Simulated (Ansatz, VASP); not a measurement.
**One calculation of Ir, two programs**

```
Ir
1.0
     4.33446    0.00000    0.00000
    -2.16723    3.75375    0.00000
     0.00000    0.00000    2.67084
Ir
3
Direct
  0.66667 0.33333 0.50000
  0.33333 0.66667 0.50000
  0.00000 0.00000 0.00000
```

Alike in both runs: task relaxation of cell and atoms; functional PBEsol; k mesh 12 × 12 × 16; occupations gaussian, width 0.1 eV; no spin polarisation.

|  | VASP | Ansatz |
| --- | --- | --- |
| version | VASP 6.6.1 | Ansatz 0.2.0 |
| potentials or method | VASP PAW PBE potentials, release 64 (Ir), cutoff 600 eV | scalar-relativistic, plane waves, PAW |
| valence electrons in the cell | 27 | 51 |

Ansatz gave:

```
gap on the k mesh at the Fermi level, each at its own relaxed structure (eV)  : none
relaxed volume (Å³/atom)                                                      : 14.48
relaxed length of the cell vector where the two differ most in proportion (Å) : 4.336
```

Question: Which values does VASP return?

Answer: gap on the k mesh at the Fermi level, each at its own relaxed structure (eV): none; relaxed volume (Å³/atom): 14.51; relaxed length of the cell vector where the two differ most in proportion (Å): 4.340.

VASP's potentials were made for PBE, not for PBEsol. A gap of «none» marks a metal or a gap that the smearing closes. VASP's potentials hold 27 valence electrons a cell and Ansatz's 51, so a difference there can come from the potentials and not from the codes.

Spin-orbit coupling is off throughout.
